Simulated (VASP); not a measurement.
# Si2Br3 (P4/mmm) in VASP: further runs, part 2 of 2

VASP 6.6.1. Earlier steps stand in the parts before.

**3. Relaxation of cell and atoms, PBE**

This run uses another cell than the first one, of 30.40 Å³/atom.

Input file INCAR:

```
SYSTEM = Si2Br3
PREC     = Accurate       ! precision mode
ENCUT    = 600            ! plane-wave cutoff, eV
EDIFF    = 1E-6           ! SCF threshold, eV
ISMEAR   = 0              ! smearing method
SIGMA    = 0.1            ! smearing width, eV
LREAL    = .FALSE.        ! projectors in reciprocal space
LASPH    = .TRUE.         ! aspherical terms in the spheres
NELM     = 80             ! most SCF steps
ALGO     = Normal         ! electronic algorithm
ISIF     = 3              ! what is computed and relaxed
LWAVE    = .FALSE.        ! write WAVECAR
LCHARG   = .FALSE.        ! write CHGCAR
GGA      = PE             ! functional
IBRION   = 2              ! ionic algorithm
NSW      = 90             ! ionic steps
EDIFFG   = -0.04          ! ionic threshold
```

Input file KPOINTS:

```
regular mesh
0
G
  4 4 2
  0 0 0
```

Input file POSCAR:

```
Si2Br3
1.0
    4.4512030500      0.0000000000      0.0000000000
    0.0000000000      4.4512030500      0.0000000000
    0.0000000000      0.0000000000      7.6705396900
Si Br
2 3
Direct
    0.0000000000      0.0000000000      0.5000000000
    0.5000000000      0.5000000000      0.5000000000
    0.0000000000      0.0000000000      0.0000000000
    0.0000000000      0.5000000000      0.0000000000
    0.5000000000      0.0000000000      0.0000000000
```

Potentials or basis: VASP PAW PBE potentials, release 64 (Si, Br).

Started as:

```sh
cat potpaw_PBE.64/Si/POTCAR potpaw_PBE.64/Br/POTCAR > POTCAR
mpirun -np 1 vasp_std > vasp.out
```

OUTCAR:

```text
SYSTEM = Si2Br3
   PREC = Accurate
   ENCUT = 600
   EDIFF = 1E-6
   ISMEAR = 0
   LREAL = .FALSE.
   LASPH = .TRUE.
   NELM = 80
   ISIF = 3
   GGA = PE
   IBRION = 2
   NSW = 90
   EDIFFG = -0.04

 ion  position               nearest neighbor table
   1  0.000  0.000  0.500-   2 3.15   2 3.15   2 3.15   2 3.15
   2  0.500  0.500  0.500-   1 3.15   1 3.15   1 3.15   1 3.15
   3  0.000  0.000  0.000-   4 2.23   5 2.23   4 2.23   5 2.23
   4  0.000  0.500  0.000-   3 2.23   3 2.23
   5  0.500  0.000  0.000-   3 2.23   3 2.23

  LATTYP: Found a simple tetragonal cell.
 ALAT       =     4.4512030500
 C/A-ratio  =     1.7232509063

  Lattice vectors:

 A1 = (   4.4512030500,   0.0000000000,   0.0000000000)
 A2 = (   0.0000000000,   4.4512030500,   0.0000000000)
 A3 = (   0.0000000000,   0.0000000000,   7.6705396900)

Analysis of symmetry for initial positions (statically):
=====================================================================
 Subroutine PRICEL returns:
 Original cell was already a primitive cell.

 Routine SETGRP: Setting up the symmetry group for a
 simple tetragonal supercell.

 Subroutine GETGRP returns: Found 16 space group operations
 (whereof 16 operations were pure point group operations)
 out of a pool of 16 trial point group operations.

The static configuration has the point symmetry D_4h.

Analysis of symmetry for dynamics (positions and initial velocities):
=====================================================================
 Subroutine PRICEL returns:
 Original cell was already a primitive cell.

 Routine SETGRP: Setting up the symmetry group for a
 simple tetragonal supercell.

 Subroutine GETGRP returns: Found 16 space group operations
 (whereof 16 operations were pure point group operations)
 out of a pool of 16 trial point group operations.

The dynamic configuration has the point symmetry D_4h.

 Subroutine INISYM returns: Found 16 space group operations
 (whereof 16 operations are pure point group operations),
 and found     1 'primitive' translations

----------------------------------------------------------------------------------------

                                     Primitive cell

  volume of cell :     151.9780

  direct lattice vectors                    reciprocal lattice vectors
     4.451203050  0.000000000  0.000000000     0.224658365  0.000000000  0.000000000
     0.000000000  4.451203050  0.000000000     0.000000000  0.224658365  0.000000000
     0.000000000  0.000000000  7.670539690     0.000000000  0.000000000  0.130368923

  length of vectors
     4.451203050  4.451203050  7.670539690     0.224658365  0.224658365  0.130368923

  position of ions in fractional coordinates (direct lattice)
     0.000000000  0.000000000  0.500000000
     0.500000000  0.500000000  0.500000000
     0.000000000  0.000000000  0.000000000
     0.000000000  0.500000000  0.000000000
     0.500000000  0.000000000  0.000000000

  ion indices of the primitive-cell ions
   primitive index   ion index
                 1           1
                 2           2
                 3           3
                 4           4
                 5           5

----------------------------------------------------------------------------------------

 KPOINTS: regular mesh
[... 31 lines left out ...]
  0.000000  0.000000  0.500000      1.000000
  0.250000  0.000000  0.500000      4.000000
  0.500000  0.000000  0.500000      2.000000
  0.250000  0.250000  0.500000      4.000000
  0.500000  0.250000  0.500000      4.000000
  0.500000  0.500000  0.500000      1.000000
   k-points           NKPTS =     12   k-points in BZ     NKDIM =     12   number of bands    NBANDS=     18
   number of dos      NEDOS =    301   number of ions     NIONS =      5
   total plane-waves  NPLWV =  82944
   dimension x,y,z NGX =    36 NGY =   36 NGZ =   64
   dimension x,y,z NGXF=    72 NGYF=   72 NGZF=  128
   ions per type =               2   3
   NGX,Y,Z   is equivalent  to a cutoff of  13.45, 13.45, 13.87 a.u.
   NGXF,Y,Z  is equivalent  to a cutoff of  26.89, 26.89, 27.74 a.u.
 SYSTEM =  Si2Br3
   PREC   = accura    normal or accurate (medium, high low for compatibility)
   ISTART =      0    job   : 0-new  1-cont  2-samecut
   ICHARG =      2    charge: 1-file 2-atom 10-const
   ISPIN  =      1    spin polarized calculation?
   LNONCOLLINEAR =      F non collinear calculations
   LSORBIT =      F    spin-orbit coupling
   LASPH  =      T    aspherical Exc in radial PAW
   ENCUT  =  600.0 eV  44.10 Ry    6.64 a.u.   8.89  8.89 15.32*2*pi/ulx,y,z
   NELM   =     80;   NELMIN=  2; NELMDL= -5     # of ELM steps
   EDIFF  = 0.1E-05   stopping-criterion for ELM
   LREAL  =      F    real-space projection
   EDIFFG = -.4E-01   stopping-criterion for IOM
   NSW    =     90    number of steps for IOM
   IBRION =      2    ionic relax: 0-MD 1-quasi-New 2-CG
   NFREE  =      1    steps in history (QN), initial steepest desc. (CG)
   ISIF   =      3    stress and relaxation
   ISYM   =      2    0-nonsym 1-usesym 2-fastsym
   POTIM  = 0.5000    time-step for ionic-motion
   TEBEG  =    0.0;   TEEND  =   0.0 temperature during run
   PSTRESS=    0.0 pullay stress
   NELECT =      29.0000    total number of electrons
   NUPDOWN=      -1.0000    fix difference up-down
   EMIN   =  10.00;   EMAX   =-10.00  energy-range for DOS
   EFERMI =   0.00;   METHOD = LEGACY
   ISMEAR =     0;   SIGMA  =   0.10  broadening in eV -4-tet -1-fermi 0-gaus
   EFERMI_NEDOS =   21; number of points for ismear=-14 and -15
   IALGO  =     38    algorithm
   IMIX   =      4    mixing-type and parameters
     AMIX     =   0.40;   BMIX     =  1.00
     AMIX_MAG =   1.60;   BMIX_MAG =  1.00
  volume/ion in A,a.u.               =      30.40       205.12
  Fermi-wavevector in a.u.,A,eV,Ry     =   0.942498  1.781064 12.086097  0.888303
  Thomas-Fermi vector in A             =   2.070114
   LORBIT       =      0    0 simple, 1 ext, 2 COOP (PROOUT), +10 PAW based schemes
   GGA     = PE    functional components
   LHFCALC =     F    Hartree Fock is set to
   AEXX    =    0.0000 exact exchange contribution
   IVDW    =     0    specifies the selected vdW correction
   LEPSILON=     F    determine dielectric tensor
   LRPA    =     F    only Hartree local field effects (RPA)
 conjugate gradient relaxation of ions
 non-spin polarized calculation
 Gauss-broadening in eV      SIGMA  =   0.10
  energy-cutoff  :      600.00
  volume of cell :      151.98
 maximum number of plane-waves:      5136
 NGX is ok and might be reduce to    36
   NGX = 17   NGY = 17   NGZ = 31

--------------------------------------- Ionic step        1  -------------------------------------------

 number of electron      29.0000001 magnetization

 Free energy of the ion-electron system (eV)
  ---------------------------------------------------
  ext. energy  EPLUGINS =         0.00000000
  ---------------------------------------------------
  free energy    TOTEN  =        -6.97917939 eV

  energy without entropy =       -6.96170239  energy(sigma->0) =       -6.97044089

------------------------ aborting loop because EDIFF is reached ----------------------------------------

  FORCE on cell =-STRESS in cart. coord.  units (eV):
  Direction    XX          YY          ZZ          XY          YZ          ZX
  --------------------------------------------------------------------------------------
  -------------------------------------------------------------------------------------
  Total       21.1242338     21.1242338      0.1065749      0.0000000      0.0000000      0.0000000
  in kB      222.6951781    222.6951781      1.1235300      0.0000000      0.0000000      0.0000000
  external PRESSURE =     148.8379621 kB  Pullay stress =       0.0000000 kB
[... 98 lines left out ...]
  FREE ENERGIE OF THE ION-ELECTRON SYSTEM (eV)
  ---------------------------------------------------
  free  energy   TOTEN  =        -9.0707518214 eV

  energy  without entropy=       -9.0478877934  energy(sigma->0) =       -9.05931981

[... ionic steps 4 to 22 ...]

--------------------------------------- Ionic step       23  -------------------------------------------

 number of electron      28.9999989 magnetization

------------------------ aborting loop because EDIFF is reached ----------------------------------------
[... 73 lines left out ...]
--------------------------------------- Ionic step       25  -------------------------------------------

 number of electron      28.9999991 magnetization

 Free energy of the ion-electron system (eV)
  ---------------------------------------------------
  ext. energy  EPLUGINS =         0.00000000
  ---------------------------------------------------
  free energy    TOTEN  =        -9.32309541 eV

  energy without entropy =       -9.27366097  energy(sigma->0) =       -9.29837819

 E-fermi :   1.8714     XC(G=0):  -8.0211

 val. band max:        1.8534344438   @ k =   0.2500   0.2500   0.5000
 cond. band min:       1.9054230545   @ k =   0.2500   0.2500   0.0000
 fundamental gap:      0.0519886107
 Fermi energy:         1.8713711512

 k-point     1 :       0.0000    0.0000    0.0000
  band No.  band energies     occupation
      1     -16.1148      2.00000
      2     -13.1433      2.00000
      3     -12.0505      2.00000
      4      -5.8004      2.00000
      5      -5.8004      2.00000
      6      -5.4007      2.00000
[... 273 lines left out ...]
  FREE ENERGIE OF THE ION-ELECTRON SYSTEM (eV)
  ---------------------------------------------------
  free  energy   TOTEN  =        -9.3230954141 eV

  energy  without entropy=       -9.2736609731  energy(sigma->0) =       -9.29837819

 reached required accuracy - stopping structural energy minimisation
```

Run time: 25 min. Hardware: 1 thread of Intel Xeon 8259CL, shared host; peak memory 0.3 GiB.

What came out:

| Quantity | Value |
| --- | --- |
| Free energy | -9.3231 eV |
| Relaxed volume | 32.91 Å³/atom |
| Relaxed cell | a = 5.182 Å, b = 5.182 Å, c = 6.128 Å, α = 90.00°, β = 90.00°, γ = 90.00° |
| Space group after relaxing (to 0.1 Å) | P4/mmm (No. 123) |
| Energy gained by relaxing | 468.8 meV/atom |
| Ionic steps | 25 |
| Pressure after relaxing | 0.0 GPa |
| Band gap on the k mesh | zero (an odd number of electrons rules out a gap without spin polarisation) |

Stress tensor (GPa, compression positive):
```
 0.12  0.00  0.00
 0.00  0.12  0.00
 0.00  0.00 -0.14
```

Step by step:
```tsv
step	energy change (eV)	largest force (eV/Å)	pressure (GPa)	volume (Å³)
1	0.0000	0.0000	14.88	151.98
2	-1.8174	0.0000	-2.33	220.47
3	-2.0916	0.0000	0.07	191.95
4	-2.0927	0.0000	-0.26	194.34
5	-2.0931	0.0000	-0.12	193.45
6	-2.0958	0.0000	-0.13	192.55
7	-2.1053	0.0000	-0.06	189.89
8	-2.1319	0.0000	-0.01	184.56
9	-2.2156	0.0000	0.26	173.86
10	-2.2771	0.0000	1.86	152.36
11	-2.2936	0.0000	0.84	162.12
12	-2.3000	0.0000	1.09	159.12
13	-2.3002	0.0000	1.16	158.37
14	-2.3013	0.0000	1.17	158.17
15	-2.3038	0.0000	1.19	157.56
16	-2.3058	0.0000	1.26	156.32
17	-2.3086	0.0000	1.20	156.65
18	-2.3163	0.0000	1.03	157.63
19	-2.3282	0.0000	0.70	159.61
20	-2.3403	0.0000	0.14	163.61
21	-2.3412	0.0000	-0.02	165.03
22	-2.3412	0.0000	-0.07	165.24
23	-2.3415	0.0000	-0.05	165.18
24	-2.3424	0.0000	-0.04	164.97
25	-2.3439	0.0000	0.03	164.54
```

Final structure:
```cif
data_structure
_symmetry_space_group_name_H-M 'P 1'
_symmetry_Int_Tables_number 1
_cell_length_a 5.1820
_cell_length_b 5.1820
_cell_length_c 6.1276
_cell_angle_alpha 90.000
_cell_angle_beta 90.000
_cell_angle_gamma 90.000
_cell_volume 164.54
loop_
_atom_site_label
_atom_site_type_symbol
_atom_site_fract_x
_atom_site_fract_y
_atom_site_fract_z
_atom_site_occupancy
Si1 Si 0.00000 0.00000 0.50000 1
Si2 Si 0.50000 0.50000 0.50000 1
Br1 Br 0.00000 0.00000 0.00000 1
Br2 Br 0.00000 0.50000 0.00000 1
Br3 Br 0.50000 0.00000 0.00000 1
```

Caveat: the k points lie up to 0.51 Å⁻¹ apart in the final cell, too coarse for converged energies and pressures of a metal; a cell axis changed by over 15 % at a fixed basis, so the end point is rough; an odd number of electrons without spin polarisation forces a metal; a magnetic or distorted state may lie lower.

**4. Single point, PBE**

This run uses another cell than the first one, of 31.83 Å³/atom.

Input file INCAR:

```
SYSTEM = Si2Br3
PREC = Accurate
ENCUT = 520
EDIFF = 1E-6
ISMEAR = 0
SIGMA = 0.1
LREAL = .False.
LASPH = .True.
NELM = 60
ALGO = Normal
ISIF = 2
LWAVE = .False.
LCHARG = .True.
GGA = PE
LELF = .True.
LVHAR = .True.
NBANDS = 22
```

Input file KPOINTS:

```
Automatic mesh
0
Gamma
  8 8 8
  0 0 0
```

Edit POSCAR of step 3 so:

```diff
@@ -2,5 +2,5 @@
 1.0
-    4.4512030500      0.0000000000      0.0000000000
-    0.0000000000      4.4512030500      0.0000000000
-    0.0000000000      0.0000000000      7.6705396900
+    5.5435255429      0.0000000000      0.0000000000
+    0.0000000000      5.5435255429      0.0000000000
+    0.0000000000      0.0000000000      5.1796234064
 Si Br
```

Started as:

```sh
cat potpaw_PBE.64/Si/POTCAR potpaw_PBE.64/Br/POTCAR > POTCAR
mpirun -np 1 vasp_std > vasp.out
```

Wall time 7.2 min (1 thread of Intel Xeon 8259CL, shared host); peak memory 0.4 GiB.

Results (log left out):

```yaml
Free_energy: -10.0616 eV
Pressure: 0.0 GPa
Band_gap_on_the_k_mesh: zero (an odd number of electrons rules out a gap without spin polarisation)
```

Levels at points of the mesh, in eV from the Fermi level:
```csv
k point,band 11,band 12,band 13,band 14,band 15,band 16,band 17,band 18
"(0.00, 0.00, 0.00)",-2.53,-2.35,-0.03,-0.03,0.98,0.98,1.05,2.14
"(0.50, 0.00, 0.00)",-2.77,-2.34,-2.15,0.18,0.61,0.63,0.69,0.71
"(0.50, 0.50, 0.00)",-2.72,-2.72,-2.70,-1.75,-0.97,-0.97,0.26,2.26
"(0.00, 0.00, 0.50)",-2.33,-1.54,-0.92,-0.92,-0.28,1.04,1.09,1.09
"(0.50, 0.00, 0.50)",-2.70,-2.57,-1.73,-0.13,0.10,0.72,0.85,0.92
"(0.50, 0.50, 0.50)",-2.75,-2.67,-1.72,-1.60,0.23,0.23,0.97,1.11
```

Caveat: an odd number of electrons without spin polarisation forces a metal; a magnetic or distorted state may lie lower.

**5. Relaxation of cell and atoms, PBE**

This run uses another cell than the first one, of 33.89 Å³/atom.

Input file INCAR:

```
SYSTEM = Si2Br3
PREC = Accurate
ENCUT = 600
EDIFF = 1E-6
ISMEAR = 0
SIGMA = 0.1
LREAL = .FALSE.
LASPH = .TRUE.
NELM = 60
ALGO = Normal
ISIF = 3
LWAVE = .FALSE.
LCHARG = .FALSE.
GGA = PE
IBRION = 2
NSW = 90
EDIFFG = -0.04
```

Input file KPOINTS:

```
Automatic mesh
0
G
  4 4 4
  0 0 0
```

Edit POSCAR of step 4 so:

```diff
@@ -2,5 +2,5 @@
 1.0
-    5.5435255429      0.0000000000      0.0000000000
-    0.0000000000      5.5435255429      0.0000000000
-    0.0000000000      0.0000000000      5.1796234064
+    5.7824812237      0.0000000000      0.0000000000
+    0.0000000000      5.7824812237      0.0000000000
+    0.0000000000      0.0000000000      5.0671707424
 Si Br
```

Started as:

```sh
cat potpaw_PBE.64/Si/POTCAR potpaw_PBE.64/Br/POTCAR > POTCAR
mpirun -np 1 vasp_std > vasp.out
```

It took 4.3 min on 1 thread of Intel Xeon 8259CL, shared host; peak memory 0.33 GiB.

Results (log left out):

| Property | Result |
| --- | --- |
| Free energy | -9.9937 eV |
| Relaxed volume | 33.53 Å³/atom |
| Relaxed cell | a = 5.792 Å, b = 5.792 Å, c = 4.997 Å, α = 90.00°, β = 90.00°, γ = 90.00° |
| Space group after relaxing (to 0.1 Å) | P4/mmm (No. 123) |
| Energy gained by relaxing | 1.7 meV/atom |
| Ionic steps | 3 |
| Pressure after relaxing | 0.0 GPa |
| Band gap on the k mesh | zero (an odd number of electrons rules out a gap without spin polarisation) |

Step by step:
```csv
step,energy change (eV),largest force (eV/Å),pressure (GPa),volume (Å³)
1,0.0000,0.0000,-0.27,169.43
2,-0.0078,0.0000,-0.03,168.03
3,-0.0083,0.0000,0.05,167.63
```

Final structure:
```
Si Br
1.0
     5.79200    0.00000    0.00000
     0.00000    5.79200    0.00000
     0.00000    0.00000    4.99671
Si Br
2 3
Direct
  0.00000 0.00000 0.50000
  0.50000 0.50000 0.50000
  0.00000 0.00000 0.00000
  0.00000 0.50000 0.00000
  0.50000 0.00000 0.00000
```

Levels at points of the mesh, in eV from the Fermi level:
```csv
k point,band 11,band 12,band 13,band 14,band 15,band 16,band 17,band 18
"(0.00, 0.00, 0.00)",-2.28,-2.03,0.19,0.19,0.59,0.59,0.97,1.94
"(0.50, 0.00, 0.00)",-2.41,-2.07,-1.92,0.09,0.46,0.68,0.71,0.84
"(0.50, 0.50, 0.00)",-2.32,-2.31,-2.31,-1.63,-0.66,-0.66,0.34,1.95
"(0.00, 0.00, 0.50)",-2.11,-0.96,-0.85,-0.85,-0.32,0.72,0.72,1.09
"(0.50, 0.00, 0.50)",-2.36,-2.34,-1.03,-0.19,0.03,0.60,0.71,0.76
"(0.50, 0.50, 0.50)",-2.38,-2.28,-1.58,-0.95,0.40,0.40,1.01,1.40
```

Caveat: an odd number of electrons without spin polarisation forces a metal; a magnetic or distorted state may lie lower.

**6. Overview**

| task | cell | k mesh | cutoff (eV) | gap on the mesh (eV) | pressure (GPa) | relaxed volume (Å³/atom) |
| --- | --- | --- | --- | --- | --- | --- |
| single point | a = 5.793, b = 5.793, c = 5.014 Å, 5 atoms | 4 × 4 × 4 | 520 | none | 0.0 | - |
| relaxation of cell and atoms | relaxed from a = 4.451, b = 4.451, c = 7.671 Å, 5 atoms | 4 × 4 × 2 | 600 | none | 0.0 | 32.91 |
| single point | a = 5.544, b = 5.544, c = 5.180 Å, 5 atoms | 8 × 8 × 8 | 520 | none | 0.0 | - |
| relaxation of cell and atoms | relaxed from a = 5.782, b = 5.782, c = 5.067 Å, 5 atoms | 4 × 4 × 4 | 600 | none | 0.0 | 33.53 |

Alike in all rows: level PBE; potentials or basis VASP PAW PBE potentials, release 64 (Si, Br); no spin polarisation; smearing gaussian 0.1 eV.

Caveats: some runs use coarse meshes; an odd number of electrons without spin polarisation forces a metal; a magnetic or distorted state may lie lower; a cell axis changed by over 15 % at a fixed basis, so the end point is rough (at least some runs).

Absolute energies hang on the potentials; compare differences alone.

The gap in the log of VASP goes by the Fermi energy; the results here count the filled bands.